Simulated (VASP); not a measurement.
# MoS2 in VASP: settings compared

Aim: see how the results for MoS2 move with the level of theory and the settings. Levels: RPBE, PBEsol. Tasks: single point.

Everything below comes from runs of VASP 6.6.1. Logs are shortened: lines on timing, memory, paths and dates and some standing lists are left out, and cuts for length are marked.

### Step 1. The cell of the first run

The cell holds a slab with vacuum, 6 atoms: a = 3.120 Å, b = 3.120 Å, c = 21.228 Å, α = 90.00°, β = 90.00°, γ = 120.00°.

### Step 2. Single point, RPBE

Contents of INCAR:

```
ALGO = Normal
EDIFF = 1E-7
ENCUT = 520
GGA = RP
ISIF = 2
ISMEAR = -1
LASPH = T
LCHARG = F
LREAL = F
LWAVE = F
NBANDS = 35
NELM = 80
PREC = Accurate
SIGMA = 0.05
```

Contents of KPOINTS:

```
k-points
0
Gamma
  10 10 2
```

Contents of POSCAR:

```
MoS2
1.0
    3.1195325729      0.0000000000      0.0000000000
   -1.5597662865      2.7015944561      0.0000000000
    0.0000000000      0.0000000000     21.2281547802
Mo S
2 4
Direct
    0.3333333333      0.6666666667      0.8511602300
    0.6666666667      0.3333333333      0.1488397700
    0.6666666667      0.3333333333      0.7796253900
    0.3333333333      0.6666666667      0.0772510000
    0.6666666667      0.3333333333      0.9227490000
    0.3333333333      0.6666666667      0.2203746100
```

Potentials or basis: VASP PAW PBE potentials, release 64 (Mo_sv, S).

On the command line:

```bash
$ cat potpaw_PBE.64/Mo_sv/POTCAR potpaw_PBE.64/S/POTCAR > POTCAR
$ mpirun -np 1 vasp_std > vasp.out
```

OUTCAR:

```text
EDIFF = 1E-7
   ENCUT = 520
   GGA = RP
   ISIF = 2
   ISMEAR = -1
   LASPH = T
   LREAL = F
   NELM = 80
   PREC = Accurate

 ion  position               nearest neighbor table
   1  0.333  0.667  0.851-   3 2.36   3 2.36   3 2.36   5 2.36   5 2.36   5 2.36
   2  0.667  0.333  0.149-   6 2.36   6 2.36   6 2.36   4 2.36   4 2.36   4 2.36
   3  0.667  0.333  0.780-   1 2.36   1 2.36   1 2.36
   4  0.333  0.667  0.077-   2 2.36   2 2.36   2 2.36
   5  0.667  0.333  0.923-   1 2.36   1 2.36   1 2.36
   6  0.333  0.667  0.220-   2 2.36   2 2.36   2 2.36

  LATTYP: Found a hexagonal cell.
 ALAT       =     3.1195325729
 C/A-ratio  =     6.8049152506

  Lattice vectors:

 A1 = (   3.1195325729,   0.0000000000,   0.0000000000)
 A2 = (  -1.5597662865,   2.7015944561,   0.0000000000)
 A3 = (   0.0000000000,   0.0000000000,  21.2281547802)

Analysis of symmetry for initial positions (statically):
=====================================================================
 Subroutine PRICEL returns:
 Original cell was already a primitive cell.

 Routine SETGRP: Setting up the symmetry group for a
 hexagonal supercell.

 Subroutine GETGRP returns: Found 12 space group operations
 (whereof 12 operations were pure point group operations)
 out of a pool of 24 trial point group operations.

The static configuration has the point symmetry D_3d.

Analysis of symmetry for dynamics (positions and initial velocities):
=====================================================================
 Subroutine PRICEL returns:
 Original cell was already a primitive cell.

 Routine SETGRP: Setting up the symmetry group for a
 hexagonal supercell.

 Subroutine GETGRP returns: Found 12 space group operations
 (whereof 12 operations were pure point group operations)
 out of a pool of 24 trial point group operations.

The dynamic configuration has the point symmetry D_3d.

 Subroutine INISYM returns: Found 12 space group operations
 (whereof 12 operations are pure point group operations),
 and found     1 'primitive' translations

----------------------------------------------------------------------------------------

                                     Primitive cell

  volume of cell :     178.9048

  direct lattice vectors                    reciprocal lattice vectors
     3.119532573  0.000000000  0.000000000     0.320560846  0.185075891  0.000000000
    -1.559766286  2.701594456  0.000000000     0.000000000  0.370151781  0.000000000
     0.000000000  0.000000000 21.228154780     0.000000000  0.000000000  0.047107250

  length of vectors
     3.119532573  3.119532573 21.228154780     0.370151781  0.370151781  0.047107250

  position of ions in fractional coordinates (direct lattice)
     0.333333333  0.666666667  0.851160230
     0.666666667  0.333333333  0.148839770
     0.666666667  0.333333333  0.779625390
     0.333333333  0.666666667  0.077251000
     0.666666667  0.333333333  0.922749000
     0.333333333  0.666666667  0.220374610

  ion indices of the primitive-cell ions
   primitive index   ion index
                 1           1
                 2           2
                 3           3
                 4           4
                 5           5
                 6           6

----------------------------------------------------------------------------------------

 KPOINTS: k-points

Automatic generation of k-mesh.
 Grid dimensions read from file:
 generate k-points for:   10   10    2

 Generating k-lattice:

  Cartesian coordinates                     Fractional coordinates (reciprocal lattice)
     0.032056085  0.018507589  0.000000000     0.100000000 -0.000000000  0.000000000
     0.000000000  0.037015178  0.000000000     0.000000000  0.100000000  0.000000000
     0.000000000  0.000000000  0.023553625     0.000000000  0.000000000  0.500000000

  Length of vectors
     0.037015178  0.037015178  0.023553625

  Shift w.r.t. Gamma in fractional coordinates (k-lattice)
     0.000000000  0.000000000  0.000000000

 Subroutine IBZKPT returns following result:
 ===========================================

 Found     28 irreducible k-points:

 Following reciprocal coordinates:
            Coordinates               Weight
  0.000000  0.000000  0.000000      1.000000
  0.100000  0.000000  0.000000      6.000000
  0.200000  0.000000  0.000000      6.000000
  0.300000  0.000000  0.000000      6.000000
  0.400000  0.000000  0.000000      6.000000
  0.500000  0.000000  0.000000      3.000000
[... 16 lines left out ...]
  0.300000  0.100000  0.500000     12.000000
  0.400000  0.100000  0.500000     12.000000
 [... further k-points ...]
   k-points           NKPTS =     28   k-points in BZ     NKDIM =     28   number of bands    NBANDS=     35
   number of dos      NEDOS =    301   number of ions     NIONS =      6
   total plane-waves  NPLWV =  92160
   dimension x,y,z NGX =    24 NGY =   24 NGZ =  160
   dimension x,y,z NGXF=    48 NGYF=   48 NGZF=  320
   ions per type =               2   4
   NGX,Y,Z   is equivalent  to a cutoff of  12.79, 12.79, 12.53 a.u.
   NGXF,Y,Z  is equivalent  to a cutoff of  25.58, 25.58, 25.06 a.u.
 SYSTEM =  unknown system
   PREC   = accura    normal or accurate (medium, high low for compatibility)
   ISTART =      0    job   : 0-new  1-cont  2-samecut
   ICHARG =      2    charge: 1-file 2-atom 10-const
   ISPIN  =      1    spin polarized calculation?
   LNONCOLLINEAR =      F non collinear calculations
   LSORBIT =      F    spin-orbit coupling
   LASPH  =      T    aspherical Exc in radial PAW
   ENCUT  =  520.0 eV  38.22 Ry    6.18 a.u.   5.80  5.80 39.47*2*pi/ulx,y,z
   NELM   =     80;   NELMIN=  2; NELMDL= -5     # of ELM steps
   EDIFF  = 0.1E-06   stopping-criterion for ELM
   LREAL  =      F    real-space projection
   EDIFFG = 0.1E-05   stopping-criterion for IOM
   NSW    =      0    number of steps for IOM
   IBRION =     -1    ionic relax: 0-MD 1-quasi-New 2-CG
   NFREE  =      0    steps in history (QN), initial steepest desc. (CG)
   ISIF   =      2    stress and relaxation
   ISYM   =      2    0-nonsym 1-usesym 2-fastsym
   POTIM  = 0.5000    time-step for ionic-motion
   TEBEG  =    0.0;   TEEND  =   0.0 temperature during run
   PSTRESS=    0.0 pullay stress
   NELECT =      52.0000    total number of electrons
   NUPDOWN=      -1.0000    fix difference up-down
   EMIN   =  10.00;   EMAX   =-10.00  energy-range for DOS
   EFERMI =   0.00;   METHOD = LEGACY
   ISMEAR =    -1;   SIGMA  =   0.05  broadening in eV -4-tet -1-fermi 0-gaus
   EFERMI_NEDOS =   21; number of points for ismear=-14 and -15
   IALGO  =     38    algorithm
   IMIX   =      4    mixing-type and parameters
     AMIX     =   0.40;   BMIX     =  1.00
     AMIX_MAG =   1.60;   BMIX_MAG =  1.00
  volume/ion in A,a.u.               =      29.82       201.22
  Fermi-wavevector in a.u.,A,eV,Ry     =   1.084431  2.049278 16.000327  1.175991
  Thomas-Fermi vector in A             =   2.220521
   LORBIT       =      0    0 simple, 1 ext, 2 COOP (PROOUT), +10 PAW based schemes
   GGA     = RP    functional components
   LHFCALC =     F    Hartree Fock is set to
   AEXX    =    0.0000 exact exchange contribution
   IVDW    =     0    specifies the selected vdW correction
   LEPSILON=     F    determine dielectric tensor
   LRPA    =     F    only Hartree local field effects (RPA)
 non-spin polarized calculation
  energy-cutoff  :      520.00
  volume of cell :      178.90
 maximum number of plane-waves:      4840
 NGX is ok and might be reduce to    24
   NGX = 11   NGY = 11   NGZ = 79

 number of electron      51.9999994 magnetization

 Free energy of the ion-electron system (eV)
  ---------------------------------------------------
  ext. energy  EPLUGINS =         0.00000000
  ---------------------------------------------------
  free energy    TOTEN  =       -40.86132215 eV

  energy without entropy =      -40.86132212  energy(sigma->0) =      -40.86132213

 E-fermi :   2.8854     XC(G=0):  -6.7645

 val. band max:        2.1890384679   @ k =   0.0000   0.0000   0.0000
 cond. band min:       3.6971072183   @ k =   0.3000   0.3000   0.0000
 fundamental gap:      1.5080687504
 Fermi energy:         2.8854492994

 k-point     1 :       0.0000    0.0000    0.0000
  band No.  band energies     occupation
      1     -58.9952      2.00000
      2     -58.9952      2.00000
      3     -33.1974      2.00000
      4     -33.1974      2.00000
      5     -32.9290      2.00000
      6     -32.9290      2.00000
[... 27 lines left out ...]
     34       5.1256      0.00000
     35       6.9782      0.00000

 k-point     2 :       0.1000    0.0000    0.0000
  band No.  band energies     occupation
      1     -58.9905      2.00000
      2     -58.9905      2.00000
      3     -33.1881      2.00000
      4     -33.1881      2.00000
      5     -32.9754      2.00000
      6     -32.9754      2.00000
[... 27 lines left out ...]
     34       5.0310      0.00000
     35       7.2007      0.00000

 k-point     3 :       0.2000    0.0000    0.0000
  band No.  band energies     occupation
      1     -58.9779      2.00000
      2     -58.9779      2.00000
      3     -33.1636      2.00000
      4     -33.1635      2.00000
      5     -33.0953      2.00000
      6     -33.0953      2.00000
[... 27 lines left out ...]
     34       5.6360      0.00000
     35       7.7919      0.00000

 k-point     4 :       0.3000    0.0000    0.0000
  band No.  band energies     occupation
      1     -58.9624      2.00000
      2     -58.9624      2.00000
      3     -33.2405      2.00000
      4     -33.2405      2.00000
      5     -33.1331      2.00000
      6     -33.1331      2.00000
[... 27 lines left out ...]
     34       6.1670      0.00000
     35       8.6655      0.00000

 k-point     5 :       0.4000    0.0000    0.0000
  band No.  band energies     occupation
      1     -58.9498      2.00000
      2     -58.9498      2.00000
      3     -33.3557      2.00000
      4     -33.3557      2.00000
      5     -33.1083      2.00000
      6     -33.1083      2.00000
[... 638 lines left out ...]
 k-point    22 :       0.2000    0.1000    0.5000
  band No.  band energies     occupation
      1     -58.9678      2.00000
      2     -58.9678      2.00000
      3     -33.1795      2.00000
      4     -33.1795      2.00000
      5     -33.1437      2.00000
      6     -33.1436      2.00000
[... 27 lines left out ...]
     34       6.2297      0.00000
     35       8.3592      0.00000

 k-point    23 :       0.3000    0.1000    0.5000
  band No.  band energies     occupation
      1     -58.9537      2.00000
      2     -58.9537      2.00000
      3     -33.3012      2.00000
      4     -33.3012      2.00000
      5     -33.1160      2.00000
      6     -33.1160      2.00000
[... 27 lines left out ...]
     34       6.5743      0.00000
     35       9.3062      0.00000

 k-point    24 :       0.4000    0.1000    0.5000
  band No.  band energies     occupation
      1     -58.9450      2.00000
      2     -58.9450      2.00000
      3     -33.3752      2.00000
      4     -33.3752      2.00000
      5     -33.0989      2.00000
      6     -33.0989      2.00000
[... 27 lines left out ...]
     34       6.4791      0.00000
     35       8.5036      0.00000

 [... further k-points ...]

------------------------ aborting loop because EDIFF is reached ----------------------------------------

  FORCE on cell =-STRESS in cart. coord.  units (eV):
  Direction    XX          YY          ZZ          XY          YZ          ZX
  --------------------------------------------------------------------------------------
  -------------------------------------------------------------------------------------
  Total        8.5851583      8.5851583      9.7794654     -0.0000000      0.0000000     -0.0000000
  in kB       76.8841759     76.8841759     87.5797637     -0.0000000      0.0000000     -0.0000000
  external PRESSURE =      80.4493718 kB  Pullay stress =       0.0000000 kB

 VOLUME and BASIS-vectors are now :
 -----------------------------------------------------------------------------
  energy-cutoff  :      520.00
  volume of cell :      178.90
      direct lattice vectors                 reciprocal lattice vectors
     3.119532573  0.000000000  0.000000000     0.320560846  0.185075891  0.000000000
    -1.559766286  2.701594456  0.000000000     0.000000000  0.370151781  0.000000000
     0.000000000  0.000000000 21.228154780     0.000000000  0.000000000  0.047107250

 POSITION                                       TOTAL-FORCE (eV/Angst)
 -----------------------------------------------------------------------------------
     -0.00000      1.80106     18.06856        -0.000000      0.000000     -0.006877
      1.55977      0.90053      3.15959         0.000000     -0.000000      0.006877
      1.55977      0.90053     16.55001        -0.000000      0.000000     -1.516242
     -0.00000      1.80106      1.63990        -0.000000      0.000000     -1.342435
      1.55977      0.90053     19.58826         0.000000      0.000000      1.342435
     -0.00000      1.80106      4.67815        -0.000000     -0.000000      1.516242
 -----------------------------------------------------------------------------------
    total drift:                                0.000000     -0.000000      0.000000

  FREE ENERGIE OF THE ION-ELECTRON SYSTEM (eV)
  ---------------------------------------------------
  free  energy   TOTEN  =       -40.8613221504 eV

  energy  without entropy=      -40.8613221153  energy(sigma->0) =      -40.86132213
```

Run time: 6.1 min. Hardware: 1 thread of Intel Xeon 8259CL, shared host; peak memory 0.37 GiB.

What came out:

- Free energy: -40.8613 eV
- Largest force: 1.516 eV/Å
- Band gap on the k mesh: 1.51 eV (least direct gap 2.06 eV)

Forces in eV/Å, atoms in the order of the input:
```
Mo   0.000  0.000 -0.007
Mo   0.000  0.000  0.007
S    0.000  0.000 -1.516
S    0.000  0.000 -1.342
S    0.000  0.000  1.342
S    0.000  0.000  1.516
```

Levels at points of the mesh, in eV from the valence-band top:
| k point | band 24 | band 25 | band 26 | band 27 | band 28 | band 29 |
| --- | --- | --- | --- | --- | --- | --- |
| (0.00, 0.00, 0.00) | -1.80 | -0.56 | 0.00 | 2.54 | 2.54 | 2.55 |
| (0.50, 0.00, 0.00) | -1.38 | -1.10 | -1.06 | 2.02 | 2.04 | 2.56 |
| (0.00, 0.00, 0.50) | -1.80 | -0.56 | 0.00 | 2.54 | 2.54 | 2.55 |
| (0.50, 0.00, 0.50) | -1.38 | -1.10 | -1.06 | 2.02 | 2.04 | 2.56 |

Caveat: there is no dipole correction, which matters where the two faces differ; the PAW data sets were made with another functional, which shifts forces and pressure a little.

(Part 1 of 2 ends here.)
